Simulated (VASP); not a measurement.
# CdIn2O4 (Fd-3m) in VASP: notebook

Aim: see how the results for CdIn2O4 move with the level of theory and the settings. Levels: PBE, r2SCAN. Tasks: electric field gradients.

All numbers are computed with VASP 6.6.1; they aren't measurements. Logs are shortened: lines on timing, memory, paths and dates and some standing lists are left out, and cuts for length are marked.

**1. The cell of the first run**

Symmetry: Fd-3m, No. 227, cubic system. Conventional cell: a = 9.222 Å, b = 9.222 Å, c = 9.222 Å, α = 90.00°, β = 90.00°, γ = 90.00°. Within 2.9 Å of Cd (site symmetry -43m) lie 4 O at 2.21 Å. Within 2.9 Å of In (site symmetry -3m) lie 6 O at 2.19 Å. Within 3.0 Å of O (site symmetry 3m) lie 3 In at 2.19 Å and 1 Cd at 2.21 Å and 3 O at 2.91 Å.

**2. Electric field gradients, PBE**

INCAR

```
PREC = Accurate
ENCUT = 520
EDIFF = 1E-8
ISMEAR = -1
SIGMA = 0.001
LREAL = False
LASPH = True
NELM = 120
ALGO = Normal
ISIF = 2
LWAVE = False
LCHARG = False
GGA = PE
LEFG = True
NBANDS = 75
GGA_COMPAT = False
```

KPOINTS

```
Automatic mesh
0
Gamma
  5 5 5
```

POSCAR

```
CdIn2O4
1.0
    0.0000000000      4.6110186847      4.6110186847
    4.6110186847      0.0000000000      4.6110186847
    4.6110186847      4.6110186847      0.0000000000
Cd In O
2 4 8
Direct
    0.7500000000      0.7500000000      0.7500000000
    0.5000000000      0.5000000000      0.5000000000
    0.6250000000      0.1250000000      0.1250000000
    0.1250000000      0.1250000000      0.1250000000
    0.1250000000      0.6250000000      0.1250000000
    0.1250000000      0.1250000000      0.6250000000
    0.3617459100      0.3617459100      0.3617459100
    0.3352377300      0.8882540900      0.8882540900
    0.8882540900      0.8882540900      0.3352377300
    0.8882540900      0.3352377300      0.8882540900
    0.3617459100      0.3617459100      0.9147622700
    0.3617459100      0.9147622700      0.3617459100
    0.8882540900      0.8882540900      0.8882540900
    0.9147622700      0.3617459100      0.3617459100
```

Potentials or basis: VASP PAW PBE potentials, release 64 (Cd, In_d, O).

Command:

```console
> cat potpaw_PBE.64/Cd/POTCAR potpaw_PBE.64/In_d/POTCAR potpaw_PBE.64/O/POTCAR > POTCAR
> mpirun -np 1 vasp_std > vasp.out
```

OUTCAR:

```text
PREC = Accurate
   ENCUT = 520
   EDIFF = 1E-8
   ISMEAR = -1
   LREAL = False
   LASPH = True
   NELM = 120
   ISIF = 2
   GGA = PE

 ion  position               nearest neighbor table
   1  0.750  0.750  0.750-  13 2.21   9 2.21  10 2.21   8 2.21   3 3.82   4 3.82   6 3.82   4 3.82
                             5 3.82   6 3.82   5 3.82   6 3.82   3 3.82   3 3.82   4 3.82   5 3.82
   2  0.500  0.500  0.500-   7 2.21  11 2.21  12 2.21  14 2.21   4 3.82   6 3.82   4 3.82   5 3.82
                             6 3.82   3 3.82   5 3.82   6 3.82   3 3.82   4 3.82   5 3.82   3 3.82
   3  0.625  0.125  0.125-   9 2.19  10 2.19  11 2.19  12 2.19   7 2.19  13 2.19   4 3.26   6 3.26
                             5 3.26   4 3.26   5 3.26   6 3.26   1 3.82   2 3.82   1 3.82   2 3.82
   4  0.125  0.125  0.125-   8 2.19   9 2.19  10 2.19  11 2.19  12 2.19  14 2.19   3 3.26   5 3.26
                             6 3.26   6 3.26   5 3.26   3 3.26   2 3.82   1 3.82   2 3.82   1 3.82
   5  0.125  0.625  0.125-   8 2.19   9 2.19  11 2.19  14 2.19  13 2.19   7 2.19   4 3.26   6 3.26
                             3 3.26   4 3.26   6 3.26   3 3.26   2 3.82   1 3.82   1 3.82   2 3.82
   6  0.125  0.125  0.625-   8 2.19  10 2.19  12 2.19  14 2.19  13 2.19   7 2.19   4 3.26   3 3.26
                             4 3.26   5 3.26   5 3.26   3 3.26   2 3.82   1 3.82   2 3.82   1 3.82
   7  0.362  0.362  0.362-   3 2.19   5 2.19   6 2.19   2 2.21
   8  0.335  0.888  0.888-   5 2.19   6 2.19   4 2.19   1 2.21
   9  0.888  0.888  0.335-   3 2.19   5 2.19   4 2.19   1 2.21
  10  0.888  0.335  0.888-   3 2.19   6 2.19   4 2.19   1 2.21
  11  0.362  0.362  0.915-   3 2.19   5 2.19   4 2.19   2 2.21
  12  0.362  0.915  0.362-   3 2.19   6 2.19   4 2.19   2 2.21
  13  0.888  0.888  0.888-   3 2.19   5 2.19   6 2.19   1 2.21
  14  0.915  0.362  0.362-   5 2.19   6 2.19   4 2.19   2 2.21

  LATTYP: Found a face centered cubic cell.
 ALAT       =     9.2220373694

  Lattice vectors:

 A1 = (   0.0000000000,   4.6110186847,   4.6110186847)
 A2 = (   4.6110186847,   0.0000000000,   4.6110186847)
 A3 = (   4.6110186847,   4.6110186847,   0.0000000000)

Analysis of symmetry for initial positions (statically):
=====================================================================
 Subroutine PRICEL returns:
 Original cell was already a primitive cell.

 Routine SETGRP: Setting up the symmetry group for a
 face centered cubic supercell.

 Subroutine GETGRP returns: Found 48 space group operations
 (whereof 24 operations were pure point group operations)
 out of a pool of 48 trial point group operations.

The static configuration has the point symmetry T_d .
 The point group associated with its full space group is O_h .

Analysis of symmetry for dynamics (positions and initial velocities):
=====================================================================
 Subroutine PRICEL returns:
 Original cell was already a primitive cell.

 Routine SETGRP: Setting up the symmetry group for a
 face centered cubic supercell.

 Subroutine GETGRP returns: Found 48 space group operations
 (whereof 24 operations were pure point group operations)
 out of a pool of 48 trial point group operations.

The dynamic configuration has the point symmetry T_d .
 The point group associated with its full space group is O_h .

 Subroutine INISYM returns: Found 48 space group operations
 (whereof 24 operations are pure point group operations),
 and found     1 'primitive' translations

----------------------------------------------------------------------------------------

                                     Primitive cell

  volume of cell :     196.0743

  direct lattice vectors                    reciprocal lattice vectors
     0.000000000  4.611018685  4.611018685    -0.108435908  0.108435908  0.108435908
     4.611018685  0.000000000  4.611018685     0.108435908 -0.108435908  0.108435908
     4.611018685  4.611018685  0.000000000     0.108435908  0.108435908 -0.108435908

  length of vectors
     6.520965160  6.520965160  6.520965160     0.187816503  0.187816503  0.187816503

  position of ions in fractional coordinates (direct lattice)
     0.750000000  0.750000000  0.750000000
[... 128 lines left out ...]
  ext. energy  EPLUGINS =         0.00000000
  ---------------------------------------------------
  free energy    TOTEN  =       -71.57792993 eV

  energy without entropy =      -71.57792993  energy(sigma->0) =      -71.57792993

 E-fermi :   3.5074     XC(G=0): -10.7084

 val. band max:        3.4455322861   @ k =  -0.4000   0.2000   0.0000
 cond. band min:       4.4829930186   @ k =   0.0000   0.0000   0.0000
 fundamental gap:      1.0374607325
 Fermi energy:         3.5074352757

 k-point     1 :       0.0000    0.0000    0.0000
  band No.  band energies     occupation
      1     -13.9006      2.00000
      2     -13.3083      2.00000
      3     -13.3083      2.00000
      4     -13.3083      2.00000
      5     -13.0255      2.00000
      6     -12.7819      2.00000
[... 759 lines left out ...]
     73      12.4454      0.00000
     74      13.2591      0.00000
 [bands above 74 left out]

------------------------ aborting loop because EDIFF is reached ----------------------------------------

  FORCE on cell =-STRESS in cart. coord.  units (eV):
  Direction    XX          YY          ZZ          XY          YZ          ZX
  --------------------------------------------------------------------------------------
  -------------------------------------------------------------------------------------
  Total        6.2647911      6.2647911      6.2647911     -0.0000000     -0.0000000      0.0000000
  in kB       51.1913443     51.1913443     51.1913443     -0.0000000     -0.0000000      0.0000000
  external PRESSURE =      51.1913443 kB  Pullay stress =       0.0000000 kB

 VOLUME and BASIS-vectors are now :
 -----------------------------------------------------------------------------
  energy-cutoff  :      520.00
  volume of cell :      196.07
      direct lattice vectors                 reciprocal lattice vectors
     0.000000000  4.611018685  4.611018685    -0.108435908  0.108435908  0.108435908
     4.611018685  0.000000000  4.611018685     0.108435908 -0.108435908  0.108435908
     4.611018685  4.611018685  0.000000000     0.108435908  0.108435908 -0.108435908

 POSITION                                       TOTAL-FORCE (eV/Angst)
 -----------------------------------------------------------------------------------
      6.91653      6.91653      6.91653        -0.000000     -0.000000     -0.000000
      4.61102      4.61102      4.61102        -0.000000     -0.000000     -0.000000
      1.15275      3.45826      3.45826        -0.000000     -0.000000     -0.000000
      1.15275      1.15275      1.15275        -0.000000     -0.000000     -0.000000
      3.45826      1.15275      3.45826        -0.000000     -0.000000     -0.000000
      3.45826      3.45826      1.15275        -0.000000     -0.000000     -0.000000
      3.33603      3.33603      3.33603         0.098058      0.098058      0.098058
      8.19151      5.64154      5.64154        -0.098058      0.098058      0.098058
      5.64154      5.64154      8.19151         0.098058      0.098058     -0.098058
      5.64154      8.19151      5.64154         0.098058     -0.098058      0.098058
      5.88600      5.88600      3.33603        -0.098058     -0.098058      0.098058
      5.88600      3.33603      5.88600        -0.098058      0.098058     -0.098058
      8.19151      8.19151      8.19151        -0.098058     -0.098058     -0.098058
      3.33603      5.88600      5.88600         0.098058     -0.098058     -0.098058
 -----------------------------------------------------------------------------------
    total drift:                                0.000000      0.000000      0.000000

  FREE ENERGIE OF THE ION-ELECTRON SYSTEM (eV)
  ---------------------------------------------------
  free  energy   TOTEN  =       -71.5779299302 eV

  energy  without entropy=      -71.5779299302  energy(sigma->0) =      -71.57792993

 Electric field gradients (V/A^2)
---------------------------------------------------------------------
 ion       V_xx      V_yy      V_zz      V_xy      V_xz      V_yz
---------------------------------------------------------------------
   1       0.000     0.000     0.000    -0.002    -0.002    -0.002
   2       0.000     0.000     0.000    -0.002    -0.002    -0.002
   3      -0.000     0.000     0.000    27.214    27.214   -27.219
   4       0.000     0.000     0.000   -27.218   -27.218   -27.218
   5       0.000    -0.000     0.000    27.214   -27.219    27.214
   6       0.000     0.000    -0.000   -27.219    27.214    27.214
   7      -0.000    -0.000     0.000     8.738     8.738     8.738
   8      -0.001     0.000     0.000    -8.735    -8.735     8.738
   9       0.000     0.000    -0.001     8.738    -8.735    -8.735
  10       0.000    -0.001     0.000    -8.735     8.738    -8.735
  11       0.000     0.000    -0.001     8.738    -8.735    -8.735
  12       0.000    -0.001     0.000    -8.735     8.738    -8.735
  13      -0.000     0.000     0.000     8.738     8.738     8.738
  14      -0.001     0.000     0.000    -8.735    -8.735     8.738
---------------------------------------------------------------------

 Electric field gradients after diagonalization (V/A^2)
 (convention: |V_zz| > |V_xx| > |V_yy|)
----------------------------------------------------------------------
 ion       V_xx      V_yy      V_zz     asymmetry (V_yy - V_xx)/ V_zz
----------------------------------------------------------------------
   1       0.002     0.002    -0.005       0.000
   2       0.002     0.002    -0.005       0.000
   3      27.219    27.213   -54.432       0.000
   4      27.218    27.218   -54.436       0.000
   5      27.219    27.213   -54.432       0.000
   6      27.219    27.213   -54.432       0.000
   7      -8.738    -8.738    17.477       0.000
   8      -8.737    -8.735    17.472       0.000
   9      -8.737    -8.735    17.472       0.000
  10      -8.737    -8.735    17.472       0.000
  11      -8.737    -8.735    17.472       0.000
  12      -8.737    -8.735    17.472       0.000
  13      -8.738    -8.738    17.477       0.000
  14      -8.737    -8.735    17.472       0.000
----------------------------------------------------------------------

           NMR quadrupolar parameters

 Cq : quadrupolar parameter    Cq=e*Q*V_zz/h
 eta: asymmetry parameters     (V_yy - V_xx)/ V_zz
 Q  : nuclear electric quadrupole moment in mb (millibarn)
----------------------------------------------------------------------
 ion       Cq(MHz)       eta       Q (mb)
----------------------------------------------------------------------
   1      -0.000       0.000       1.000
   2      -0.000       0.000       1.000
   3      -0.132       0.000       1.000
   4      -0.132       0.000       1.000
   5      -0.132       0.000       1.000
   6      -0.132       0.000       1.000
   7       0.042       0.000       1.000
   8       0.042       0.000       1.000
   9       0.042       0.000       1.000
  10       0.042       0.000       1.000
  11       0.042       0.000       1.000
  12       0.042       0.000       1.000
  13       0.042       0.000       1.000
  14       0.042       0.000       1.000
----------------------------------------------------------------------
```

It took 4.4 min on 1 thread of Oxide Virtual Turin-like, shared host; peak memory 0.36 GiB.

Results:

| Item | Value |
| --- | --- |
| Free energy | -71.5779 eV |
| Pressure | 5.1 GPa |
| Largest force | 0.170 eV/Å |
| Band gap on the k mesh | 1.04 eV (least direct gap 1.10 eV) |
| Largest electric field gradient by atom | Cd -0.0; In -54.4; O +17.5 V/Å² |

Forces on the atoms (eV/Å):
```
Cd   0.000  0.000  0.000
Cd   0.000  0.000  0.000
In   0.000  0.000  0.000
In   0.000  0.000  0.000
In   0.000  0.000  0.000
In   0.000  0.000  0.000
O    0.098  0.098  0.098
O   -0.098  0.098  0.098
O    0.098  0.098 -0.098
O    0.098 -0.098  0.098
O   -0.098 -0.098  0.098
O   -0.098  0.098 -0.098
O   -0.098 -0.098 -0.098
O    0.098 -0.098 -0.098
```

Electric field gradients, principal values (V/Å²):
| atom | least | middle | greatest (by size) |
| --- | --- | --- | --- |
| 1 Cd | 0.002 | 0.002 | -0.005 |
| 2 Cd | 0.002 | 0.002 | -0.005 |
| 3 In | 27.213 | 27.219 | -54.432 |
| 4 In | 27.218 | 27.218 | -54.436 |
| 5 In | 27.213 | 27.219 | -54.432 |
| 6 In | 27.213 | 27.219 | -54.432 |
| 7 O | -8.738 | -8.738 | 17.477 |
| 8 O | -8.735 | -8.737 | 17.472 |
| 9 O | -8.735 | -8.737 | 17.472 |
| 10 O | -8.735 | -8.737 | 17.472 |
| 11 O | -8.735 | -8.737 | 17.472 |
| 12 O | -8.735 | -8.737 | 17.472 |
| 13 O | -8.738 | -8.738 | 17.477 |
| 14 O | -8.735 | -8.737 | 17.472 |

Caveat: the cell stands under pressure; without QUAD_EFG the Cq values of the log hold for a quadrupole moment of 1 mb, not for the nuclei; spin-orbit coupling is left out, which moves the levels of the heavy elements; an odd mesh through Γ misses points on the zone boundary, where band edges can lie.

(Continued in part 2 of 2.)
